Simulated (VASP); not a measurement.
# Hg (R-3m) in VASP: further runs

The runs below take Hg through single point, with LDA.

Everything below comes from runs of VASP 6.6.1. Logs are shortened: lines on timing, memory, paths and dates and some standing lists are left out, and cuts for length are marked.

## (1) The cell of the first run

It takes space group R-3m (No. 166, trigonal). Conventional cell: a = 3.389 Å, b = 3.389 Å, c = 6.565 Å, α = 90.00°, β = 90.00°, γ = 120.00°. Hg (site symmetry -3m) has 12 Hg at 2.94 to 3.39 Å within 3.9 Å.

## (2) Single point, LDA (volume scaled by 0.94)

Input file INCAR:

```
SYSTEM = Hg
ALGO = Normal ; EDIFF = 1E-6
ENCUT = 520 ; ISIF = 2
ISMEAR = -1 ; LASPH = .True.
LCHARG = .False. ; LREAL = .False.
LWAVE = .False. ; NBANDS = 12
NELM = 60 ; PREC = Accurate
SIGMA = 0.03
```

Input file KPOINTS:

```
k-points
0
Gamma
  12 12 12
  0 0 0
```

Input file POSCAR:

```
Hg
1.0
    1.6946844141      0.9784265027      2.1883953669
   -1.6946844141      0.9784265027      2.1883953669
    0.0000000000     -1.9568530053      2.1883953669
Hg
1
Direct
    0.0000000000      0.0000000000      0.0000000000
```

Potentials or basis: VASP PAW LDA potentials, release 64 (Hg).

Launch:

```console
$ cat potpaw_LDA.64/Hg/POTCAR > POTCAR
$ mpirun -np 1 vasp_std > vasp.out
```

OUTCAR:

```text
SYSTEM = Hg
   EDIFF = 1E-6
   ENCUT = 520
   ISIF = 2
   ISMEAR = -1
   LASPH = .True.
   LREAL = .False.
   NELM = 60
   PREC = Accurate

 ion  position               nearest neighbor table
   1  0.000  0.000  0.000-

  LATTYP: Found a trigonal (rhomboedric) cell.
 ALAT       =     2.9357022953
 COS(alpha) =     0.3335253405

  Lattice vectors:

 A1 = (   1.6946844141,   0.9784265027,   2.1883953669)
 A2 = (  -1.6946844141,   0.9784265027,   2.1883953669)
 A3 = (   0.0000000000,  -1.9568530053,   2.1883953669)

Analysis of symmetry for initial positions (statically):
=====================================================================
 Subroutine PRICEL returns:
 Original cell was already a primitive cell.

 Routine SETGRP: Setting up the symmetry group for a
 trigonal (rhombohedral) supercell.

 Subroutine GETGRP returns: Found 12 space group operations
 (whereof 12 operations were pure point group operations)
 out of a pool of 12 trial point group operations.

The static configuration has the point symmetry D_3d.

Analysis of symmetry for dynamics (positions and initial velocities):
=====================================================================
 Subroutine PRICEL returns:
 Original cell was already a primitive cell.

 Routine SETGRP: Setting up the symmetry group for a
 trigonal (rhombohedral) supercell.

 Subroutine GETGRP returns: Found 12 space group operations
 (whereof 12 operations were pure point group operations)
 out of a pool of 12 trial point group operations.

The dynamic configuration has the point symmetry D_3d.

 Subroutine INISYM returns: Found 12 space group operations
 (whereof 12 operations are pure point group operations),
 and found     1 'primitive' translations

----------------------------------------------------------------------------------------

                                     Primitive cell

  volume of cell :      21.7718

  direct lattice vectors                    reciprocal lattice vectors
     1.694684414  0.978426503  2.188395367     0.295040183  0.170341529  0.152318607
    -1.694684414  0.978426503  2.188395367    -0.295040183  0.170341529  0.152318607
     0.000000000 -1.956853005  2.188395367     0.000000000 -0.340683058  0.152318607

  length of vectors
     2.935702295  2.935702295  2.935702295     0.373183473  0.373183473  0.373183473

  position of ions in fractional coordinates (direct lattice)
     0.000000000  0.000000000  0.000000000

  ion indices of the primitive-cell ions
   primitive index   ion index
                 1           1

----------------------------------------------------------------------------------------

 KPOINTS: k-points

Automatic generation of k-mesh.
 Grid dimensions read from file:
 generate k-points for:   12   12   12

 Generating k-lattice:

  Cartesian coordinates                     Fractional coordinates (reciprocal lattice)
     0.024586682  0.014195127  0.012693217     0.083333333 -0.000000000  0.000000000
    -0.024586682  0.014195127  0.012693217    -0.000000000  0.083333333  0.000000000
     0.000000000 -0.028390255  0.012693217     0.000000000  0.000000000  0.083333333

  Length of vectors
     0.031098623  0.031098623  0.031098623

  Shift w.r.t. Gamma in fractional coordinates (k-lattice)
     0.000000000  0.000000000  0.000000000

 Subroutine IBZKPT returns following result:
 ===========================================

 Found    189 irreducible k-points:

 Following reciprocal coordinates:
            Coordinates               Weight
  0.000000  0.000000  0.000000      1.000000
  0.083333  0.000000  0.000000      6.000000
  0.166667  0.000000  0.000000      6.000000
  0.250000  0.000000  0.000000      6.000000
  0.333333  0.000000  0.000000      6.000000
  0.416667  0.000000  0.000000      6.000000
[... 16 lines left out ...]
  0.500000  0.166667  0.000000     12.000000
 -0.416667  0.166667  0.000000     12.000000
 [... further k-points ...]
   k-points           NKPTS =    189   k-points in BZ     NKDIM =    189   number of bands    NBANDS=     12
   number of dos      NEDOS =    301   number of ions     NIONS =      1
   total plane-waves  NPLWV =  13824
   dimension x,y,z NGX =    24 NGY =   24 NGZ =   24
   dimension x,y,z NGXF=    48 NGYF=   48 NGZF=   48
   ions per type =               1
   NGX,Y,Z   is equivalent  to a cutoff of  13.59, 13.59, 13.59 a.u.
   NGXF,Y,Z  is equivalent  to a cutoff of  27.18, 27.18, 27.18 a.u.
 SYSTEM =  Hg
   PREC   = accura    normal or accurate (medium, high low for compatibility)
   ISTART =      0    job   : 0-new  1-cont  2-samecut
   ICHARG =      2    charge: 1-file 2-atom 10-const
   ISPIN  =      1    spin polarized calculation?
   LNONCOLLINEAR =      F non collinear calculations
   LSORBIT =      F    spin-orbit coupling
   LASPH  =      T    aspherical Exc in radial PAW
   ENCUT  =  520.0 eV  38.22 Ry    6.18 a.u.   5.46  5.46  5.46*2*pi/ulx,y,z
   NELM   =     60;   NELMIN=  2; NELMDL= -5     # of ELM steps
   EDIFF  = 0.1E-05   stopping-criterion for ELM
   LREAL  =      F    real-space projection
   EDIFFG = 0.1E-04   stopping-criterion for IOM
   NSW    =      0    number of steps for IOM
   IBRION =     -1    ionic relax: 0-MD 1-quasi-New 2-CG
   NFREE  =      0    steps in history (QN), initial steepest desc. (CG)
   ISIF   =      2    stress and relaxation
   ISYM   =      2    0-nonsym 1-usesym 2-fastsym
   POTIM  = 0.5000    time-step for ionic-motion
   TEBEG  =    0.0;   TEEND  =   0.0 temperature during run
   PSTRESS=    0.0 pullay stress
   NELECT =      12.0000    total number of electrons
   NUPDOWN=      -1.0000    fix difference up-down
   EMIN   =  10.00;   EMAX   =-10.00  energy-range for DOS
   EFERMI =   0.00;   METHOD = LEGACY
   ISMEAR =    -1;   SIGMA  =   0.03  broadening in eV -4-tet -1-fermi 0-gaus
   EFERMI_NEDOS =   21; number of points for ismear=-14 and -15
   IALGO  =     38    algorithm
   IMIX   =      4    mixing-type and parameters
     AMIX     =   0.40;   BMIX     =  1.00
     AMIX_MAG =   1.60;   BMIX_MAG =  1.00
  volume/ion in A,a.u.               =      21.77       146.92
  Fermi-wavevector in a.u.,A,eV,Ry     =   1.342262  2.536507 24.513163  1.801667
  Thomas-Fermi vector in A             =   2.470430
   LORBIT       =      0    0 simple, 1 ext, 2 COOP (PROOUT), +10 PAW based schemes
   GGA     = CA    functional components
   LHFCALC =     F    Hartree Fock is set to
   AEXX    =    0.0000 exact exchange contribution
   IVDW    =     0    specifies the selected vdW correction
   LEPSILON=     F    determine dielectric tensor
   LRPA    =     F    only Hartree local field effects (RPA)
 non-spin polarized calculation
  energy-cutoff  :      520.00
  volume of cell :       21.77
 maximum number of plane-waves:       606
 NGX is ok and might be reduce to    24
   NGX = 11   NGY = 11   NGZ = 11

 number of electron      11.9999997 magnetization

 Free energy of the ion-electron system (eV)
  ---------------------------------------------------
  ext. energy  EPLUGINS =         0.00000000
  ---------------------------------------------------
  free energy    TOTEN  =        -0.95399474 eV

  energy without entropy =       -0.95287456  energy(sigma->0) =       -0.95343465

 E-fermi :   3.2261     XC(G=0): -11.5987

 val. band max:        3.1209701556   @ k =  -0.4167   0.4167   0.0833
 cond. band min:       3.2285202420   @ k =   0.5000   0.1667   0.0833
 fundamental gap:      0.1075500863
 Fermi energy:         3.2261403168

 k-point     1 :       0.0000    0.0000    0.0000
  band No.  band energies     occupation
      1      -6.6517      2.00000
      2      -4.8065      2.00000
      3      -4.8065      2.00000
      4      -3.3151      2.00000
      5      -3.1075      2.00000
      6      -3.1075      2.00000
      7      15.6531      0.00000
      8      16.3351      0.00000
      9      16.3351      0.00000
     10      21.1651      0.00000
     11      22.4598      0.00000
     12      22.4598      0.00000

 k-point     2 :       0.0833    0.0000    0.0000
  band No.  band energies     occupation
      1      -6.4854      2.00000
      2      -4.7940      2.00000
      3      -4.7545      2.00000
      4      -3.3115      2.00000
      5      -3.1314      2.00000
      6      -3.1162      2.00000
      7      14.6196      0.00000
      8      15.9170      0.00000
      9      16.4521      0.00000
     10      21.6816      0.00000
     11      22.2968      0.00000
     12      23.2803      0.00000

 k-point     3 :       0.1667    0.0000    0.0000
  band No.  band energies     occupation
      1      -6.0573      2.00000
      2      -4.7688      2.00000
      3      -4.5501      2.00000
      4      -3.2899      2.00000
      5      -3.1830      2.00000
      6      -3.1282      2.00000
      7      11.8329      0.00000
      8      16.1527      0.00000
      9      16.7076      0.00000
     10      21.7645      0.00000
     11      21.9333      0.00000
     12      23.5486      0.00000

 k-point     4 :       0.2500    0.0000    0.0000
  band No.  band energies     occupation
      1      -5.6498      2.00000
      2      -4.7587      2.00000
      3      -3.9556      2.00000
      4      -3.2715      2.00000
      5      -3.2192      2.00000
      6      -3.0789      2.00000
      7       8.8914      0.00000
      8      16.3167      0.00000
      9      16.8477      0.00000
     10      21.7297      0.00000
     11      21.7390      0.00000
     12      22.7348      0.00000

 k-point     5 :       0.3333    0.0000    0.0000
  band No.  band energies     occupation
      1      -5.5022      2.00000
      2      -4.7786      2.00000
      3      -3.2933      2.00000
      4      -3.2137      2.00000
      5      -2.9470      2.00000
      6      -2.7387      2.00000
      7       6.0547      0.00000
      8      16.2284      0.00000
      9      16.7051      0.00000
     10      21.5095      0.00000
     11      21.9565      0.00000
     12      22.0845      0.00000
[... 228 lines left out ...]
      1      -5.2187      2.00000
      2      -4.3861      2.00000
      3      -4.1499      2.00000
      4      -3.2220      2.00000
      5      -2.9968      2.00000
      6      -2.5239      2.00000
      7       7.9649      0.00000
      8      15.0190      0.00000
      9      15.8067      0.00000
     10      17.7728      0.00000
     11      20.7471      0.00000
     12      23.9460      0.00000

 k-point    22 :       0.4167    0.1667    0.0000
  band No.  band energies     occupation
      1      -5.2175      2.00000
      2      -4.4828      2.00000
      3      -3.9177      2.00000
      4      -3.2486      2.00000
      5      -2.8965      2.00000
      6      -1.0574      2.00000
      7       5.1905      0.00000
      8      14.0205      0.00000
      9      15.4421      0.00000
     10      19.6560      0.00000
     11      20.1918      0.00000
     12      23.6588      0.00000

 k-point    23 :       0.5000    0.1667    0.0000
  band No.  band energies     occupation
      1      -5.2204      2.00000
      2      -4.5809      2.00000
      3      -3.6912      2.00000
      4      -3.2876      2.00000
      5      -2.8458      2.00000
      6       0.7740      2.00000
      7       2.6977      2.00000
      8      12.8372      0.00000
      9      15.7323      0.00000
     10      19.6753      0.00000
     11      21.9744      0.00000
     12      23.3054      0.00000

 k-point    24 :      -0.4167    0.1667    0.0000
  band No.  band energies     occupation
      1      -5.1924      2.00000
      2      -4.6166      2.00000
      3      -3.5620      2.00000
      4      -3.3180      2.00000
      5      -2.8935      2.00000
      6       0.4235      2.00000
      7       3.0294      1.99716
      8      11.9294      0.00000
      9      16.3936      0.00000
     10      19.6055      0.00000
     11      22.8075      0.00000
     12      23.8555      0.00000

 [... further k-points ...]

------------------------ aborting loop because EDIFF is reached ----------------------------------------

  FORCE on cell =-STRESS in cart. coord.  units (eV):
  Direction    XX          YY          ZZ          XY          YZ          ZX
  --------------------------------------------------------------------------------------
  -------------------------------------------------------------------------------------
  Total        0.3130838      0.3130838      0.4389303      0.0000000      0.0000000     -0.0000000
  in kB       23.0397145     23.0397145     32.3007089      0.0000000      0.0000000     -0.0000000
  external PRESSURE =      26.1267126 kB  Pullay stress =       0.0000000 kB

 VOLUME and BASIS-vectors are now :
 -----------------------------------------------------------------------------
  energy-cutoff  :      520.00
  volume of cell :       21.77
      direct lattice vectors                 reciprocal lattice vectors
     1.694684414  0.978426503  2.188395367     0.295040183  0.170341529  0.152318607
    -1.694684414  0.978426503  2.188395367    -0.295040183  0.170341529  0.152318607
     0.000000000 -1.956853005  2.188395367     0.000000000 -0.340683058  0.152318607

 POSITION                                       TOTAL-FORCE (eV/Angst)
 -----------------------------------------------------------------------------------
      0.00000      0.00000      0.00000         0.000000     -0.000000      0.000000
 -----------------------------------------------------------------------------------
    total drift:                                0.000000     -0.000000      0.000000

  FREE ENERGIE OF THE ION-ELECTRON SYSTEM (eV)
  ---------------------------------------------------
  free  energy   TOTEN  =        -0.9539947355 eV

  energy  without entropy=       -0.9528745580  energy(sigma->0) =       -0.95343465
```

Wall time 15 s (1 thread of Intel Xeon Platinum 8559C (Emerald Rapids), shared host); peak memory 0.16 GiB.

What came out:

| Quantity | Value |
| --- | --- |
| Free energy | -0.9540 eV |
| Pressure | 2.6 GPa |
| Band gap on the k mesh | zero (band 6 reaches 4.73 eV, above the bottom of band 7 at 1.20 eV) |

Caveat: spin-orbit coupling is left out, which moves the levels of the heavy elements.

## (3) Single point, LDA (volume scaled by 0.98)

Input file INCAR:

```
SYSTEM = Hg
  PREC = Accurate
  ENCUT = 520
  EDIFF = 1E-6
  ISMEAR = -1
  SIGMA = 0.03
  LREAL = .False.
  LASPH = .True.
  NELM = 60
  ALGO = Normal
  ISIF = 2
  LWAVE = .False.
  LCHARG = .False.
  GGA = CA
  NBANDS = 12
```

Input file KPOINTS:

```
regular mesh
0
Gamma
  12 12 12
  0 0 0
```

Input file POSCAR:

```
Hg
1.0
    1.7183893641      0.9921125620      2.2190062596
   -1.7183893641      0.9921125620      2.2190062596
    0.0000000000     -1.9842251239      2.2190062596
Hg
1
Direct
    0.0000000000      0.0000000000      0.0000000000
```

Potentials or basis: VASP PAW LDA potentials, release 64 (Hg).

Launch:

```console
$ cat potpaw_LDA.64/Hg/POTCAR > POTCAR
$ mpirun -np 1 vasp_std > vasp.out
```

Wall time 16 s (1 thread of Intel Xeon Platinum 8559C (Emerald Rapids), shared host); peak memory 0.16 GiB.

Results (log left out):

```yaml
Free_energy: -0.9615 eV
Pressure: -0.1 GPa
Band_gap_on_the_k_mesh: zero (band 6 reaches 4.17 eV, above the bottom of band 7 at 0.74 eV)
```

Stress tensor (GPa, compression positive):
```
 0.01  0.00  0.00
 0.00  0.01  0.00
 0.00  0.00 -0.28
```

Levels at points of the mesh, in eV from the Fermi level:
```tsv
k point	band 2	band 3	band 4	band 5	band 6	band 7	band 8	band 9	band 10	band 11
(0.00, 0.00, 0.00)	-7.77	-7.77	-6.39	-6.20	-6.20	12.36	12.86	12.86	17.54	18.78
(0.50, 0.00, 0.00)	-7.79	-6.40	-6.26	-5.86	-2.11	-2.06	12.56	12.86	17.47	17.89
(0.50, 0.50, 0.00)	-8.10	-6.11	-5.91	-5.36	-0.19	0.97	4.79	10.14	10.37	15.82
(0.50, 0.50, 0.50)	-7.35	-7.35	-5.47	-5.47	-0.23	1.47	9.56	9.56	11.15	15.50
```

Caveat: spin-orbit coupling is left out, which moves the levels of the heavy elements.
